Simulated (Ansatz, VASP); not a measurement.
## One calculation of Ir, two programs

Contents of INCAR:

```
SYSTEM = Ir
ALGO = Fast
EDIFF = 1E-7
ENCUT = 520
GGA = PE
ISIF = 2
ISMEAR = 0
LASPH = .TRUE.
LCHARG = .TRUE.
LELF = .TRUE.
LREAL = .FALSE.
LVHAR = .TRUE.
LWAVE = .FALSE.
NBANDS = 16
NELM = 80
PREC = Accurate
SIGMA = 0.017
```

The input KPOINTS:

```
k-points
0
G
  11 11 6
  0 0 0
```

Contents of POSCAR:

```
Ir
1.0
    2.7513778946      0.0000000000      0.0000000000
   -1.3756889473      2.3827631521      0.0000000000
    0.0000000000      0.0000000000      4.4622900000
Ir
2
Direct
    0.3333333333      0.6666666667      0.2500000000
    0.6666666667      0.3333333333      0.7500000000
```

The input input.yaml:

```yaml
crystal:
  lattice:
    - [2.7513778946, 0.0, 0.0]
    - [-1.3756889473, 2.3827631521, 0.0]
    - [0.0, 0.0, 4.46229]
  atoms:
    - { symbol: Ir, position: [0.3333333333, 0.6666666667, 0.25] }
    - { symbol: Ir, position: [0.6666666667, 0.3333333333, 0.75] }
hamiltonian:
  xc: pbe
  pseudopotentials: { kind: paw }
kpoints:
  mp_grid: { grid: [11, 11, 6] }
scf:
  occupations: { method: gaussian, width: 0.017 }
output:
  forces: true
  stress: true
  eigenvalues: true
```

Alike in both runs: task single point; functional PBE; k mesh 11 × 11 × 6; occupations gaussian, width 0.017 eV; no spin polarisation.

|  | VASP | Ansatz |
| --- | --- | --- |
| version | VASP 6.6.1 | Ansatz 0.2.0 |
| potentials or method | VASP PAW PBE potentials, release 64 (Ir) | Ansatz PAW |
| plane-wave cutoff (eV) | 520 | 420 |
| valence electrons in the cell | 18 | 34 |

```tsv
	VASP	Ansatz	Ansatz less VASP
gap on the k mesh at the Fermi level (eV)	none	none	-
pressure (GPa)	-1.0	-1.4	-0.46
traceless stress, the component that is largest in VASP (GPa)	0.68	0.57	-0.107
```

A gap of «none» marks a metal or a gap that the smearing closes. With one functional, cell and mesh, what is left measures potentials, basis and numerics. VASP's potentials hold 18 valence electrons a cell and Ansatz's 34, so a difference there can come from the potentials and not from the codes.

Neither program's run includes spin-orbit coupling.
